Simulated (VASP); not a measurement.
Runs of VASP 6.6.1 on MgS. It takes space group Fm-3m (No. 225, cubic). The conventional cell has a = 5.203 Å, b = 5.203 Å, c = 5.203 Å, α = 90.00°, β = 90.00°, γ = 90.00°. Mg (site symmetry m-3m) has 6 S at 2.60 Å within 3.4 Å. Within 3.4 Å of S (site symmetry m-3m) lie 6 Mg at 2.60 Å. 

| level | k mesh | grid for exact exchange (PRECFOCK) | share of exact exchange | screening parameter | gap on the mesh (eV) | pressure (GPa) |
| --- | --- | --- | --- | --- | --- | --- |
| PBE | 6 × 6 × 6 | - | - | - | 2.77 | 0.9 |
| PBE | 8 × 8 × 8 | - | - | - | 2.78 | 0.9 |
| PBE0 | 6 × 6 × 6 | Normal | 0.25 | - | (a) | -0.7 |
| HSE06 | 6 × 6 × 6 | Normal | 0.25 | 0.2079 1/Å | 3.75 | -0.7 |

Alike in all rows: task single point; potentials or basis VASP PAW PBE potentials, release 64 (Mg, S); no spin polarisation; cell as given; cutoff (eV) 520; smearing gaussian 0.01 eV.

Fill in the values left out.

(a) 4.49.

Caveats: the PAW data sets were made with another functional, which shifts forces and pressure a little (at least some runs).

A k mesh can miss the band edges.
